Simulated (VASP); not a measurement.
Set up this calculation in VASP 6.6.1, as the native input.

| Item | Value |
| --- | --- |
| Task | single point |
| Functional | PBEsol |
| Potentials or basis | VASP PAW PBE potentials, release 64 (W_sv, S) |
| Cutoff | 520 eV |
| k mesh | 10 × 10 × 2 |
| Occupations | fermi-dirac, width 0.05 eV |
| Spin | no spin polarisation |
| Dipole correction | no |
| Further INCAR settings | ALGO = Normal; EDIFF = 1e-07; NBANDS = 20 |

The structure of WS2 lies in POSCAR:

```
WS2
1.0
    3.1458030177      0.0000000000      0.0000000000
   -1.5729015089      2.7243453287      0.0000000000
    0.0000000000      0.0000000000     16.9534366673
W S
1 2
Direct
    0.0000000000      0.0000000000      0.0000000000
    0.3333333333      0.6666666667      0.0924219077
    0.3333333333      0.6666666667      0.9075780923
```

These files were run (other wordings do the same):

INCAR

```
  ALGO = Normal
  EDIFF = 1E-7
  ENCUT = 520
  GGA = PS
  ISIF = 2
  ISMEAR = -1
  LASPH = True
  LCHARG = False
  LREAL = False
  LWAVE = False
  NBANDS = 20
  NELM = 100
  PREC = Accurate
  SIGMA = 0.05
```

KPOINTS

```
k-points
0
Gamma
  10 10 2
```

Potentials or basis: VASP PAW PBE potentials, release 64 (W_sv, S).

Launch:

```sh
$ cat potpaw_PBE.64/W_sv/POTCAR potpaw_PBE.64/S/POTCAR > POTCAR
$ mpirun -np 1 vasp_std > vasp.out
```

Results of the run:

```
Largest force          : 0.021 eV/Å
Band gap on the k mesh : 2.25 eV (least direct gap 2.30 eV)
```

Caveat: there is no dipole correction, which matters where the two faces differ; the PAW data sets were made with another functional, which shifts forces and pressure a little; spin-orbit coupling is left out, which moves the levels of the heavy elements.

Run time: 84 s on 1 thread of Intel(R) Xeon(R) Platinum 8488C (Sapphire Rapids), with other jobs on the host, peak memory 0.27 GiB.
